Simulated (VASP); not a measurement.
# CoPdO2 (R-3m) in VASP: a series of runs

CoPdO2 is run at these levels: PBEsol; tasks: single point.

All numbers are computed with VASP 6.6.1; they aren't measurements. Logs are shortened: lines on timing, memory, paths and dates and some standing lists are left out, and cuts for length are marked.

### 1 The cell of the first run

Symmetry: R-3m, No. 166, trigonal system. The conventional cell has a = 2.825 Å, b = 2.825 Å, c = 17.632 Å, α = 90.00°, β = 90.00°, γ = 120.00°. Within 2.6 Å of Pd (site symmetry -3m) lie 2 O at 1.98 Å. Within 2.5 Å of Co (site symmetry -3m) lie 6 O at 1.89 Å. O (site symmetry 3m) has 3 Co at 1.89 Å and 1 Pd at 1.98 Å and 3 O at 2.51 Å within 2.6 Å.

### 2 Single point, PBEsol, collinear spin, ferromagnetic start

The input, INCAR:

```
PREC = Accurate
ENCUT = 520
EDIFF = 1E-7
ISMEAR = -1
SIGMA = 0.05
LREAL = F
LASPH = T
NELM = 150
ALGO = Normal
ISIF = 2
LWAVE = F
LCHARG = T
ISPIN = 2
MAGMOM = 0 2 0 0
LORBIT = 11
LMAXMIX = 4
GGA = PS
LELF = T
LVHAR = T
NBANDS = 28
```

The input, KPOINTS:

```
Automatic mesh
0
Gamma
  11 11 11
```

The input, POSCAR:

```
CoPdO2
1.0
    1.4123403745      0.8154150954      5.8772512790
   -1.4123403745      0.8154150954      5.8772512790
    0.0000000000     -1.6308301908      5.8772512790
Pd Co O
1 1 2
Direct
    0.0000000000      0.0000000000      0.0000000000
    0.5000000000      0.5000000000      0.5000000000
    0.1124760000      0.1124760000      0.1124760000
    0.8875240000      0.8875240000      0.8875240000
```

Potentials or basis: VASP PAW PBE potentials, release 64 (Pd, Co, O).

On the command line:

```bash
> cat potpaw_PBE.64/Pd/POTCAR potpaw_PBE.64/Co/POTCAR potpaw_PBE.64/O/POTCAR > POTCAR
> mpirun -np 1 vasp_std > vasp.out
```

OUTCAR:

```text
PREC = Accurate
   ENCUT = 520
   EDIFF = 1E-7
   ISMEAR = -1
   LREAL = F
   LASPH = T
   NELM = 150
   ISIF = 2
   ISPIN = 2
   LORBIT = 11
   GGA = PS

 ion  position               nearest neighbor table
   1  0.000  0.000  0.000-   3 1.98   4 1.98
   2  0.500  0.500  0.500-   3 1.89   4 1.89   3 1.89   3 1.89   4 1.89   4 1.89
   3  0.112  0.112  0.112-   2 1.89   2 1.89   2 1.89   1 1.98
   4  0.888  0.888  0.888-   2 1.89   2 1.89   2 1.89   1 1.98

  LATTYP: Found a trigonal (rhomboedric) cell.
 ALAT       =     6.0993187905
 COS(alpha) =     0.8927626487

  Lattice vectors:

 A1 = (   1.4123403745,   0.8154150954,   5.8772512790)
 A2 = (  -1.4123403745,   0.8154150954,   5.8772512790)
 A3 = (   0.0000000000,  -1.6308301908,   5.8772512790)

Analysis of symmetry for initial positions (statically):
=====================================================================
 Subroutine PRICEL returns:
 Original cell was already a primitive cell.

 Routine SETGRP: Setting up the symmetry group for a
 trigonal (rhombohedral) supercell.

 Subroutine GETGRP returns: Found 12 space group operations
 (whereof 12 operations were pure point group operations)
 out of a pool of 12 trial point group operations.

The static configuration has the point symmetry D_3d.

Analysis of symmetry for dynamics (positions and initial velocities):
=====================================================================
 Subroutine PRICEL returns:
 Original cell was already a primitive cell.

 Routine SETGRP: Setting up the symmetry group for a
 trigonal (rhombohedral) supercell.

 Subroutine GETGRP returns: Found 12 space group operations
 (whereof 12 operations were pure point group operations)
 out of a pool of 12 trial point group operations.

The dynamic configuration has the point symmetry D_3d.

Analysis of structural, dynamic, and magnetic symmetry:
=====================================================================
 Subroutine PRICEL returns:
 Original cell was already a primitive cell.

 Routine SETGRP: Setting up the symmetry group for a
 trigonal (rhombohedral) supercell.

 Subroutine GETGRP returns: Found 12 space group operations
 (whereof 12 operations were pure point group operations)
 out of a pool of 12 trial point group operations.

The overall configuration has the point symmetry D_3d.

 Subroutine INISYM returns: Found 12 space group operations
 (whereof 12 operations are pure point group operations),
 and found     1 'primitive' translations

----------------------------------------------------------------------------------------

                                     Primitive cell

  volume of cell :      40.6110

  direct lattice vectors                    reciprocal lattice vectors
     1.412340375  0.815415095  5.877251279     0.354022309  0.204394875  0.056715855
    -1.412340375  0.815415095  5.877251279    -0.354022309  0.204394875  0.056715855
     0.000000000 -1.630830191  5.877251279     0.000000000 -0.408789750  0.056715855

  length of vectors
     6.099318790  6.099318790  6.099318790     0.412705401  0.412705401  0.412705401

  position of ions in fractional coordinates (direct lattice)
     0.000000000  0.000000000  0.000000000
     0.500000000  0.500000000  0.500000000
     0.112476000  0.112476000  0.112476000
     0.887524000  0.887524000  0.887524000

  ion indices of the primitive-cell ions
   primitive index   ion index
                 1           1
                 2           2
                 3           3
                 4           4

----------------------------------------------------------------------------------------

 KPOINTS: Automatic mesh

Automatic generation of k-mesh.
 Grid dimensions read from file:
 generate k-points for:   11   11   11

 Generating k-lattice:

  Cartesian coordinates                     Fractional coordinates (reciprocal lattice)
     0.032183846  0.018581352  0.005155987     0.090909091 -0.000000000 -0.000000000
    -0.032183846  0.018581352  0.005155987    -0.000000000  0.090909091 -0.000000000
     0.000000000 -0.037162705  0.005155987    -0.000000000 -0.000000000  0.090909091

  Length of vectors
     0.037518673  0.037518673  0.037518673

  Shift w.r.t. Gamma in fractional coordinates (k-lattice)
     0.000000000  0.000000000  0.000000000

 Subroutine IBZKPT returns following result:
 ===========================================

 Found    146 irreducible k-points:

 Following reciprocal coordinates:
            Coordinates               Weight
  0.000000  0.000000  0.000000      1.000000
  0.090909 -0.000000  0.000000      6.000000
  0.181818 -0.000000  0.000000      6.000000
  0.272727  0.000000  0.000000      6.000000
  0.363636  0.000000  0.000000      6.000000
  0.454545  0.000000  0.000000      6.000000
[... 16 lines left out ...]
 -0.272727  0.181818 -0.000000     12.000000
 -0.181818  0.181818  0.000000      6.000000
 [... further k-points ...]
   k-points           NKPTS =    146   k-points in BZ     NKDIM =    146   number of bands    NBANDS=     28
   number of dos      NEDOS =    301   number of ions     NIONS =      4
   total plane-waves  NPLWV = 110592
   dimension x,y,z NGX =    48 NGY =   48 NGZ =   48
   dimension x,y,z NGXF=    96 NGYF=   96 NGZF=   96
   ions per type =               1   1   2
   NGX,Y,Z   is equivalent  to a cutoff of  13.08, 13.08, 13.08 a.u.
   NGXF,Y,Z  is equivalent  to a cutoff of  26.17, 26.17, 26.17 a.u.
 SYSTEM =  unknown system
   PREC   = accura    normal or accurate (medium, high low for compatibility)
   ISTART =      0    job   : 0-new  1-cont  2-samecut
   ICHARG =      2    charge: 1-file 2-atom 10-const
   ISPIN  =      2    spin polarized calculation?
   LNONCOLLINEAR =      F non collinear calculations
   LSORBIT =      F    spin-orbit coupling
   LASPH  =      T    aspherical Exc in radial PAW
   ENCUT  =  520.0 eV  38.22 Ry    6.18 a.u.  11.34 11.34 11.34*2*pi/ulx,y,z
   NELM   =    150;   NELMIN=  2; NELMDL= -5     # of ELM steps
   EDIFF  = 0.1E-06   stopping-criterion for ELM
   LREAL  =      F    real-space projection
   EDIFFG = 0.1E-05   stopping-criterion for IOM
   NSW    =      0    number of steps for IOM
   IBRION =     -1    ionic relax: 0-MD 1-quasi-New 2-CG
   NFREE  =      0    steps in history (QN), initial steepest desc. (CG)
   ISIF   =      2    stress and relaxation
   ISYM   =      2    0-nonsym 1-usesym 2-fastsym
   POTIM  = 0.5000    time-step for ionic-motion
   TEBEG  =    0.0;   TEEND  =   0.0 temperature during run
   PSTRESS=    0.0 pullay stress
   NELECT =      31.0000    total number of electrons
   NUPDOWN=      -1.0000    fix difference up-down
   EMIN   =  10.00;   EMAX   =-10.00  energy-range for DOS
   EFERMI =   0.00;   METHOD = LEGACY
   ISMEAR =    -1;   SIGMA  =   0.05  broadening in eV -4-tet -1-fermi 0-gaus
   EFERMI_NEDOS =   21; number of points for ismear=-14 and -15
   IALGO  =     38    algorithm
   IMIX   =      4    mixing-type and parameters
     AMIX     =   0.40;   BMIX     =  1.00
     AMIX_MAG =   1.60;   BMIX_MAG =  1.00
  volume/ion in A,a.u.               =      10.15        68.51
  Fermi-wavevector in a.u.,A,eV,Ry     =   1.496170  2.827351 30.456964  2.238524
  Thomas-Fermi vector in A             =   2.608221
   LORBIT       =     11    0 simple, 1 ext, 2 COOP (PROOUT), +10 PAW based schemes
   GGA     = PS    functional components
   LHFCALC =     F    Hartree Fock is set to
   AEXX    =    0.0000 exact exchange contribution
   IVDW    =     0    specifies the selected vdW correction
   LEPSILON=     F    determine dielectric tensor
   LRPA    =     F    only Hartree local field effects (RPA)
 spin polarized calculation
  energy-cutoff  :      520.00
  volume of cell :       40.61
 maximum number of plane-waves:      1111
 NGX is ok and might be reduce to    48
   NGX = 23   NGY = 23   NGZ = 23

 number of electron      31.0000006 magnetization      -0.0001869

 number of electron      31.0000006 magnetization       0.0000394

 Free energy of the ion-electron system (eV)
  ---------------------------------------------------
  ext. energy  EPLUGINS =         0.00000000
  ---------------------------------------------------
  free energy    TOTEN  =       -27.77457404 eV

  energy without entropy =      -27.77224967  energy(sigma->0) =      -27.77341185

 E-fermi :   7.8039     XC(G=0): -12.8219

 val. band max:        7.6706111381   @ k =  -0.1818   0.1818   0.0000
 cond. band min:       8.0614367610   @ k =   0.4545   0.4545   0.0000
 fundamental gap:      0.3908256229
 Fermi energy:         7.8038554495

 spin component 1

 k-point     1 :       0.0000    0.0000    0.0000
  band No.  band energies     occupation
      1     -13.1998      1.00000
      2     -11.2015      1.00000
      3      -0.8988      1.00000
      4       1.6317      1.00000
      5       1.6317      1.00000
      6       2.6963      1.00000
[... 19 lines left out ...]
     26      27.2369      0.00000
     27      29.5530      0.00000
[... 667 lines left out ...]
      5       1.6415      1.00000
      6       2.1523      1.00000
[... 19 lines left out ...]
     26      26.0418      0.00000
     27      26.5603      0.00000

 [... further k-points ...]

 spin component 2

 k-point     1 :       0.0000    0.0000    0.0000
  band No.  band energies     occupation
      1     -13.1998      1.00000
      2     -11.2015      1.00000
      3      -0.8988      1.00000
      4       1.6318      1.00000
      5       1.6318      1.00000
      6       2.6962      1.00000
[... 19 lines left out ...]
     26      27.2369      0.00000
     27      29.5530      0.00000
[... 667 lines left out ...]
      5       1.6415      1.00000
      6       2.1523      1.00000
[... 19 lines left out ...]
     26      26.0418      0.00000
     27      26.5603      0.00000

 [... further k-points ...]

 [bands above 27 left out]

------------------------ aborting loop because EDIFF is reached ----------------------------------------

  FORCE on cell =-STRESS in cart. coord.  units (eV):
  Direction    XX          YY          ZZ          XY          YZ          ZX
  --------------------------------------------------------------------------------------
  -------------------------------------------------------------------------------------
  Total       -0.5581619     -0.5581619     -0.4481869      0.0000000      0.0000000      0.0000000
  in kB      -22.0204987    -22.0204987    -17.6817841      0.0000000      0.0000000      0.0000000
  external PRESSURE =     -20.5742605 kB  Pullay stress =       0.0000000 kB

 VOLUME and BASIS-vectors are now :
 -----------------------------------------------------------------------------
  energy-cutoff  :      520.00
  volume of cell :       40.61
      direct lattice vectors                 reciprocal lattice vectors
     1.412340375  0.815415095  5.877251279     0.354022309  0.204394875  0.056715855
    -1.412340375  0.815415095  5.877251279    -0.354022309  0.204394875  0.056715855
     0.000000000 -1.630830191  5.877251279     0.000000000 -0.408789750  0.056715855

 POSITION                                       TOTAL-FORCE (eV/Angst)
 -----------------------------------------------------------------------------------
      0.00000      0.00000      0.00000        -0.000000      0.000000     -0.000000
      0.00000      0.00000      8.81588         0.000000     -0.000000     -0.000000
      0.00000      0.00000      1.98315        -0.000000     -0.000000      0.051631
      0.00000      0.00000     15.64860        -0.000000      0.000000     -0.051631
 -----------------------------------------------------------------------------------
    total drift:                                0.000000      0.000000     -0.000000

  FREE ENERGIE OF THE ION-ELECTRON SYSTEM (eV)
  ---------------------------------------------------
  free  energy   TOTEN  =       -27.7745740363 eV

  energy  without entropy=      -27.7722496735  energy(sigma->0) =      -27.77341185

 total charge

# of ion       s       p       d       tot
------------------------------------------
    1        0.482   0.494   8.454   9.431
    2        0.444   0.693   7.362   8.499
    3        1.554   3.432   0.000   4.986
    4        1.554   3.432   0.000   4.986
--------------------------------------------------
tot          4.033   8.051  15.817  27.901

 magnetization (x)

# of ion       s       p       d       tot
------------------------------------------
    1       -0.000   0.000  -0.000  -0.000
    2       -0.000  -0.000   0.000   0.000
    3        0.000  -0.000   0.000  -0.000
    4        0.000  -0.000   0.000  -0.000
--------------------------------------------------
tot         -0.000  -0.000   0.000   0.000
```

Run time: 35 min. Hardware: 1 thread of Oxide Virtual Turin-like, shared host; peak memory 0.55 GiB.

What came out:

```yaml
Free_energy: -27.7746 eV
Pressure: -2.1 GPa
Largest_force: 0.052 eV/Å
Net_moment: 0.00 μB per cell
Valence_electrons_inside_the_program's_atomic_spheres: Pd 9.43; Co 8.50; O 4.99
```

Forces in eV/Å, atoms in the order of the input:
```
Pd   0.000  0.000  0.000
Co   0.000  0.000  0.000
O    0.000  0.000  0.052
O    0.000  0.000 -0.052
```

Stress tensor (GPa, compression positive):
```
-2.20  0.00  0.00
 0.00 -2.20  0.00
 0.00  0.00 -1.77
```

Levels at points of the mesh, in eV from the Fermi level:
Spin up:
```csv
k point,band 14,band 15,band 16,band 17,band 18,band 19
"(0.00, 0.00, 0.00)",-1.36,-1.36,-0.85,2.24,2.24,3.15
```
Spin down:
```
           k point  band 14  band 15  band 16  band 17  band 18  band 19
(0.00, 0.00, 0.00)    -1.36    -1.36    -0.85     2.24     2.24     3.15
```

Caveat: the moments typed at the start vanished in this run; the PAW data sets were made with another functional, which shifts forces and pressure a little; semilocal functionals often make such compounds metallic where correlation or magnetic order opens a gap, which also shifts bond lengths. With open d or f shells a metallic result of PBEsol can be an artefact of self-interaction; +U or a hybrid may open a gap.

(Continued in part 2 of 2.)
